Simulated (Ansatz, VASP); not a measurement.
# Two plane-wave programs on Si2Sn

```
CELL_PARAMETERS angstrom
0.00000 3.20798 3.20798
3.20798 0.00000 3.20798
3.20798 3.20798 0.00000
ATOMIC_POSITIONS crystal
Si 0.00000 0.00000 0.00000
Si 0.75000 0.75000 0.75000
Sn 0.25000 0.25000 0.25000
```

Alike in both runs: functional PBE; k mesh 6 × 6 × 6; occupations gaussian, width 0.2 eV; no spin polarisation.

Ansatz relaxed the structure, and its values are those at the end. VASP's run is a single point on that final structure, the one shown.

```csv
,VASP,Ansatz
version,VASP 6.6.1,Ansatz 0.2.0
potentials or method,"VASP PAW PBE potentials, release 64 (Si, Sn_d), cutoff 500 eV","scalar-relativistic, plane waves, PAW"
valence electrons in the cell,22,22
```

```tsv
	VASP	Ansatz	Ansatz less VASP
gap on the k mesh at the Fermi level (eV)	none	none	-
pressure (GPa)	-0.2	-0.1	+0.06
```

A gap of «none» marks a metal or a gap that the smearing closes. The functional is the same, so the differences come from potentials, cutoffs and numerics.
